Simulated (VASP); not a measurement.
# C in VASP: further runs

C is run at these levels: PBE+D3(BJ); tasks: single point, relaxation of the atoms.

Program: VASP 6.6.1. These are calculated values, not measurements. Logs are shortened: lines on timing, memory, paths and dates and some standing lists are left out, and cuts for length are marked.

### 1 The cell of the first run

The cell holds a slab with vacuum, 10 atoms: a = 3.647 Å, b = 4.269 Å, c = 18.930 Å, α = 90.00°, β = 90.00°, γ = 112.97°.

### 2 Single point, PBE+D3(BJ)

File INCAR:

```
  ALGO = Normal
  DIPOL = 0.5 0.5 0.499
  EDIFF = 1E-7
  ENCUT = 520
  GGA = PE
  IDIPOL = 3
  ISIF = 2
  ISMEAR = 0
  IVDW = 12
  LASPH = T
  LCHARG = F
  LDIPOL = T
  LREAL = F
  LWAVE = F
  NBANDS = 31
  NELM = 100
  PREC = Accurate
  SIGMA = 0.05
```

File KPOINTS:

```
k-points
0
Gamma
  8 7 1
```

File POSCAR:

```
C
1.0
    3.6473242347      0.0000000000      0.0000000000
   -1.6658829406      3.9310150970      0.0000000000
    0.0000000000      0.0000000000     18.9299148964
C
10
Direct
    0.5001799340      0.3333933113      0.3697850750
    0.4998200660      0.6666066887      0.3697850750
    0.5001799340      0.8333933113      0.4348925375
    0.4998200660      0.1666066887      0.4348925375
    0.5000212339      0.3353169667      0.4999765081
    0.4999787661      0.6646830333      0.4999765081
    0.5001286265      0.8366480408      0.5653482709
    0.4998713735      0.1633519592      0.5653482709
    0.4997623712      0.3544335279      0.6249873937
    0.5002376288      0.6455664721      0.6249873937
```

Potentials or basis: VASP PAW PBE potentials, release 64 (C).

Run with:

```
> cat potpaw_PBE.64/C/POTCAR > POTCAR
> mpirun -np 1 vasp_std > vasp.out
```

OUTCAR:

```text
EDIFF = 1E-7
   ENCUT = 520
   GGA = PE
   ISIF = 2
   ISMEAR = 0
   IVDW = 12
   LASPH = T
   LREAL = F
   NELM = 100
   PREC = Accurate
 IVDW          = 12

 ion  position               nearest neighbor table
   1  0.500  0.333  0.370-   4 1.42   2 1.42
   2  0.500  0.667  0.370-   3 1.42   1 1.42
   3  0.500  0.833  0.435-   2 1.42   4 1.42   6 1.43
   4  0.500  0.167  0.435-   1 1.42   3 1.42   5 1.43
   5  0.500  0.335  0.500-   6 1.41   4 1.43   8 1.44
   6  0.500  0.665  0.500-   5 1.41   3 1.43   7 1.44
   7  0.500  0.837  0.565-  10 1.39   8 1.40   6 1.44
   8  0.500  0.163  0.565-   9 1.39   7 1.40   5 1.44
   9  0.500  0.354  0.625-  10 1.24   8 1.39
  10  0.500  0.646  0.625-   9 1.24   7 1.39

  LATTYP: Found a simple monoclinic cell.
 ALAT       =     3.6473242347
 B/A-ratio  =     5.1900828329
 C/A-ratio  =     1.1705653965
 COS(beta)  =    -0.3901884655

  Lattice vectors:

 A1 = (   3.6473242347,   0.0000000000,   0.0000000000)
 A2 = (   0.0000000000,   0.0000000000, -18.9299148964)
 A3 = (  -1.6658829406,   3.9310150970,   0.0000000000)

Analysis of symmetry for initial positions (statically):
=====================================================================
 Subroutine PRICEL returns:
 Original cell was already a primitive cell.

 Routine SETGRP: Setting up the symmetry group for a
 simple monoclinic supercell.

 Subroutine GETGRP returns: Found  2 space group operations
 (whereof  2 operations were pure point group operations)
 out of a pool of  4 trial point group operations.

The static configuration has the point symmetry C_2 .

Analysis of symmetry for dynamics (positions and initial velocities):
=====================================================================
 Subroutine PRICEL returns:
 Original cell was already a primitive cell.

 Routine SETGRP: Setting up the symmetry group for a
 simple monoclinic supercell.

 Subroutine GETGRP returns: Found  2 space group operations
 (whereof  2 operations were pure point group operations)
 out of a pool of  4 trial point group operations.

The dynamic configuration has the point symmetry C_2 .

 Subroutine INISYM returns: Found  2 space group operations
 (whereof  2 operations are pure point group operations),
 and found     1 'primitive' translations

----------------------------------------------------------------------------------------

                                     Primitive cell

  volume of cell :     271.4112

  direct lattice vectors                    reciprocal lattice vectors
     3.647324235  0.000000000  0.000000000     0.274173596  0.116189102  0.000000000
    -1.665882941  3.931015097  0.000000000     0.000000000  0.254387219  0.000000000
     0.000000000  0.000000000 18.929914896     0.000000000  0.000000000  0.052826439

  length of vectors
     3.647324235  4.269431539 18.929914896     0.297776876  0.254387219  0.052826439

  position of ions in fractional coordinates (direct lattice)
     0.500179934  0.333393311  0.369785075
     0.499820066  0.666606689  0.369785075
     0.500179934  0.833393311  0.434892537
     0.499820066  0.166606689  0.434892537
     0.500021234  0.335316967  0.499976508
     0.499978766  0.664683033  0.499976508
     0.500128627  0.836648041  0.565348271
     0.499871373  0.163351959  0.565348271
     0.499762371  0.354433528  0.624987394
     0.500237629  0.645566472  0.624987394

  ion indices of the primitive-cell ions
   primitive index   ion index
                 1           1
                 2           2
                 3           3
                 4           4
                 5           5
                 6           6
                 7           7
                 8           8
                 9           9
                10          10

----------------------------------------------------------------------------------------

 KPOINTS: k-points

Automatic generation of k-mesh.
 Grid dimensions read from file:
 generate k-points for:    8    7    1

 Generating k-lattice:

  Cartesian coordinates                     Fractional coordinates (reciprocal lattice)
     0.034271699  0.014523638  0.000000000     0.125000000 -0.000000000  0.000000000
     0.000000000  0.036341031  0.000000000     0.000000000  0.142857143  0.000000000
     0.000000000  0.000000000  0.052826439     0.000000000  0.000000000  1.000000000

  Length of vectors
     0.037222110  0.036341031  0.052826439

  Shift w.r.t. Gamma in fractional coordinates (k-lattice)
     0.000000000  0.000000000  0.000000000

 Subroutine IBZKPT returns following result:
 ===========================================

 Found     29 irreducible k-points:

 Following reciprocal coordinates:
            Coordinates               Weight
  0.000000  0.000000  0.000000      1.000000
  0.125000  0.000000  0.000000      2.000000
  0.250000  0.000000  0.000000      2.000000
  0.375000  0.000000  0.000000      2.000000
  0.500000  0.000000  0.000000      1.000000
  0.000000  0.142857  0.000000      2.000000
[... 16 lines left out ...]
  0.125000  0.428571  0.000000      2.000000
  0.250000  0.428571  0.000000      2.000000
 [... further k-points ...]
   k-points           NKPTS =     29   k-points in BZ     NKDIM =     29   number of bands    NBANDS=     31
   number of dos      NEDOS =    301   number of ions     NIONS =     10
   total plane-waves  NPLWV = 129024
   dimension x,y,z NGX =    28 NGY =   32 NGZ =  144
   dimension x,y,z NGXF=    56 NGYF=   64 NGZF=  288
   ions per type =              10
   NGX,Y,Z   is equivalent  to a cutoff of  12.76, 12.46, 12.65 a.u.
   NGXF,Y,Z  is equivalent  to a cutoff of  25.52, 24.92, 25.29 a.u.
 SYSTEM =  unknown system
   PREC   = accura    normal or accurate (medium, high low for compatibility)
   ISTART =      0    job   : 0-new  1-cont  2-samecut
   ICHARG =      2    charge: 1-file 2-atom 10-const
   ISPIN  =      1    spin polarized calculation?
   LNONCOLLINEAR =      F non collinear calculations
   LSORBIT =      F    spin-orbit coupling
   LASPH  =      T    aspherical Exc in radial PAW
   ENCUT  =  520.0 eV  38.22 Ry    6.18 a.u.   6.78  7.94 35.20*2*pi/ulx,y,z
   NELM   =    100;   NELMIN=  2; NELMDL= -5     # of ELM steps
   EDIFF  = 0.1E-06   stopping-criterion for ELM
   LREAL  =      F    real-space projection
   EDIFFG = 0.1E-05   stopping-criterion for IOM
   NSW    =      0    number of steps for IOM
   IBRION =     -1    ionic relax: 0-MD 1-quasi-New 2-CG
   NFREE  =      0    steps in history (QN), initial steepest desc. (CG)
   ISIF   =      2    stress and relaxation
   ISYM   =      2    0-nonsym 1-usesym 2-fastsym
   POTIM  = 0.5000    time-step for ionic-motion
   TEBEG  =    0.0;   TEEND  =   0.0 temperature during run
   PSTRESS=    0.0 pullay stress
   NELECT =      40.0000    total number of electrons
   NUPDOWN=      -1.0000    fix difference up-down
   EMIN   =  10.00;   EMAX   =-10.00  energy-range for DOS
   EFERMI =   0.00;   METHOD = LEGACY
   ISMEAR =     0;   SIGMA  =   0.05  broadening in eV -4-tet -1-fermi 0-gaus
   EFERMI_NEDOS =   21; number of points for ismear=-14 and -15
   IALGO  =     38    algorithm
   IMIX   =      4    mixing-type and parameters
     AMIX     =   0.40;   BMIX     =  1.00
     AMIX_MAG =   1.60;   BMIX_MAG =  1.00
  volume/ion in A,a.u.               =      27.14       183.16
  Fermi-wavevector in a.u.,A,eV,Ry     =   0.864740  1.634122 10.174102  0.747775
  Thomas-Fermi vector in A             =   1.982881
   LORBIT       =      0    0 simple, 1 ext, 2 COOP (PROOUT), +10 PAW based schemes
   GGA     = PE    functional components
   LHFCALC =     F    Hartree Fock is set to
   AEXX    =    0.0000 exact exchange contribution
   IVDW    =    12    specifies the selected vdW correction
   LEPSILON=     F    determine dielectric tensor
   LRPA    =     F    only Hartree local field effects (RPA)
 non-spin polarized calculation
 Gauss-broadening in eV      SIGMA  =   0.05
  energy-cutoff  :      520.00
  volume of cell :      271.41
 maximum number of plane-waves:      7346
   NGX = 13   NGY = 15   NGZ = 71

 dipolmoment           0.000000      0.000000      0.034778 electrons x Angstroem

 number of electron      39.9999997 magnetization

 dipolmoment           0.000000      0.000000     -0.074666 electrons x Angstroem

 Free energy of the ion-electron system (eV)
  ---------------------------------------------------
  ext. energy  EPLUGINS =         0.00000000
  ---------------------------------------------------
  free energy    TOTEN  =       -82.51415903 eV

  energy without entropy =      -82.51101177  energy(sigma->0) =      -82.51258540

 E-fermi :  -2.7785     XC(G=0):  -4.2578

 val. band max:       -2.7802091784   @ k =  -0.1250   0.4286   0.0000
 cond. band min:      -2.7157631233   @ k =  -0.2500   0.4286   0.0000
 fundamental gap:      0.0644460551
 Fermi energy:        -2.7785339564

 k-point     1 :       0.0000    0.0000    0.0000
  band No.  band energies     occupation
      1     -21.4964      2.00000
      2     -19.6490      2.00000
      3     -16.9389      2.00000
      4     -16.0775      2.00000
      5     -15.4744      2.00000
      6     -14.5897      2.00000
[... 23 lines left out ...]
     30       4.6270      0.00000
     31       4.7826      0.00000

 k-point     2 :       0.1250    0.0000    0.0000
  band No.  band energies     occupation
      1     -21.4575      2.00000
      2     -19.6132      2.00000
      3     -16.9112      2.00000
      4     -16.0966      2.00000
      5     -15.4738      2.00000
      6     -14.5923      2.00000
[... 740 lines left out ...]
 k-point    24 :       0.2500    0.4286    0.0000
  band No.  band energies     occupation
      1     -20.2289      2.00000
      2     -19.5874      2.00000
      3     -18.4568      2.00000
      4     -17.7715      2.00000
      5     -16.1156      2.00000
      6     -13.9708      2.00000
[... 23 lines left out ...]
     30       5.8473      0.00000
     31       5.9199      0.00000

 [... further k-points ...]

------------------------ aborting loop because EDIFF is reached ----------------------------------------

 vacuum level on the upper side and lower side of the slab       (xc-potential included)        -0.467         0.448

 Edisp (eV)   -1.16872

 E8    (eV) :    -0.3490

  FORCE on cell =-STRESS in cart. coord.  units (eV):
  Direction    XX          YY          ZZ          XY          YZ          ZX
  --------------------------------------------------------------------------------------
  -------------------------------------------------------------------------------------
  Total       0.11935    -1.36463    -2.60402     0.59903     0.00000     0.00000
  in kB       0.70457    -8.05560   -15.37186     3.53614     0.00000     0.00000
  external pressure =       -7.57 kB  Pullay stress =        0.00 kB

 VOLUME and BASIS-vectors are now :
 -----------------------------------------------------------------------------
  energy-cutoff  :      520.00
  volume of cell :      271.41
      direct lattice vectors                 reciprocal lattice vectors
     3.647324235  0.000000000  0.000000000     0.274173596  0.116189102  0.000000000
    -1.665882941  3.931015097  0.000000000     0.000000000  0.254387219  0.000000000
     0.000000000  0.000000000 18.929914896     0.000000000  0.000000000  0.052826439

 POSITION                                       TOTAL-FORCE (eV/Angst)
 -----------------------------------------------------------------------------------
      1.26892      1.31057      7.00000        -2.626137      6.143477      1.135940
      0.71252      2.62044      7.00000         2.626137     -6.143477      1.135940
      0.43598      3.27608      8.23248        -0.160309      0.382229     -1.175570
      1.54546      0.65493      8.23248         0.160309     -0.382229     -1.175570
      1.26514      1.31814      9.46451         0.006959     -0.007066      0.000115
      0.71630      2.61288      9.46451        -0.006959      0.007066      0.000115
      0.43037      3.28888     10.70199        -0.007302      0.015361      0.008727
      1.55107      0.64214     10.70199         0.007302     -0.015361      0.008727
      1.23235      1.39328     11.83096         0.029578     -0.070910      0.030788
      0.74909      2.53773     11.83096        -0.029578      0.070910      0.030788
 -----------------------------------------------------------------------------------
    total drift:                               -0.000000     -0.000000      0.000005

  FREE ENERGIE OF THE ION-ELECTRON SYSTEM (eV)
  ---------------------------------------------------
  free  energy   TOTEN  =       -83.6828814336 eV

  energy  without entropy=      -83.6797341660  energy(sigma->0) =      -83.68130780

 vacuum level on the upper side and lower side of the slab         2.808         3.750
```

Wall time 4.9 min (1 thread of Intel Xeon 6975P-C (Granite Rapids), shared host); peak memory 0.42 GiB.

Results:

```
Free energy                : -83.6829 eV
Largest force              : 6.777 eV/Å
Band gap on the k mesh     : zero (bands 20 and 21 overlap by 0.74 eV)
Dispersion energy per atom : -0.117 eV
```

Forces in eV/Å, atoms in the order of the input:
```
C   -2.626  6.143  1.136
C    2.626 -6.143  1.136
C   -0.160  0.382 -1.176
C    0.160 -0.382 -1.176
C    0.007 -0.007  0.000
C   -0.007  0.007  0.000
C   -0.007  0.015  0.009
C    0.007 -0.015  0.009
C    0.030 -0.071  0.031
C   -0.030  0.071  0.031
```

### 3 Relaxation of the atoms, PBE+D3(BJ)

File INCAR:

```
SYSTEM = C
ALGO = Fast
DIPOL = 0.5 0.5 0.500
EDIFF = 1E-6
EDIFFG = -0.03
ENCUT = 520
GGA = PE
IBRION = 2
IDIPOL = 3
ISIF = 2
ISMEAR = 0
IVDW = 12
KPAR = 4
LASPH = .TRUE.
LCHARG = .FALSE.
LDIPOL = .TRUE.
LREAL = .FALSE.
LWAVE = .FALSE.
NELM = 80
NSW = 70
PREC = Accurate
SIGMA = 0.05
```

File KPOINTS:

```
k-points
0
G
  8 7 1
  0 0 0
```

File POSCAR:

```
C
1.0
    3.6473242347      0.0000000000      0.0000000000
   -1.6658829406      3.9310150970      0.0000000000
    0.0000000000      0.0000000000     18.9299148964
C
10
Selective dynamics
Direct
    0.5001799340      0.3333933113      0.3697850750  F F F
    0.4998200660      0.6666066887      0.3697850750  F F F
    0.5001799340      0.8333933113      0.4348925375  F F F
    0.4998200660      0.1666066887      0.4348925375  F F F
    0.5001799340      0.3333933113      0.5000000000  T T T
    0.4998200660      0.6666066887      0.5000000000  T T T
    0.5001799340      0.8333933113      0.5651074625  T T T
    0.4998200660      0.1666066887      0.5651074625  T T T
    0.5001799340      0.3333933113      0.6302149250  T T T
    0.4998200660      0.6666066887      0.6302149250  T T T
```

Potentials or basis: VASP PAW PBE potentials, release 64 (C).

Run with:

```
> cat potpaw_PBE.64/C/POTCAR > POTCAR
> mpirun -np 4 vasp_std > vasp.out
```

Wall time 32 min (4 MPI ranks of Oxide Virtual Turin-like, shared host); peak memory 0.44 GiB.

Results (log left out):

| Item | Value |
| --- | --- |
| Free energy | -83.6830 eV |
| Band gap on the k mesh | zero (bands 20 and 21 overlap by 0.74 eV) |
| Dispersion energy per atom | -0.117 eV |

Final structure:
```yaml
crystal:
  lattice:
    - [3.64732, 0.00000, 0.00000]
    - [-1.66588, 3.93102, 0.00000]
    - [0.00000, 0.00000, 18.92991]
  atoms:
    - { symbol: C, position: [0.50018, 0.33339, 0.36979] }
    - { symbol: C, position: [0.49982, 0.66661, 0.36979] }
    - { symbol: C, position: [0.50018, 0.83339, 0.43489] }
    - { symbol: C, position: [0.49982, 0.16661, 0.43489] }
    - { symbol: C, position: [0.50011, 0.33531, 0.50005] }
    - { symbol: C, position: [0.49989, 0.66469, 0.50005] }
    - { symbol: C, position: [0.50004, 0.83657, 0.56548] }
    - { symbol: C, position: [0.49996, 0.16343, 0.56548] }
    - { symbol: C, position: [0.49972, 0.35428, 0.62518] }
    - { symbol: C, position: [0.50028, 0.64572, 0.62518] }
```

Levels at points of the mesh, in eV from the Fermi level:
```tsv
k point	band 16	band 17	band 18	band 19	band 20	band 21	band 22	band 23	band 24	band 25
(0.00, 0.00, 0.00)	-2.06	-1.45	-1.38	-1.32	0.63	0.69	1.27	1.75	2.25	3.88
(0.50, 0.00, 0.00)	-2.73	-1.74	-1.07	-0.75	0.08	1.12	1.30	1.94	2.10	4.52
```
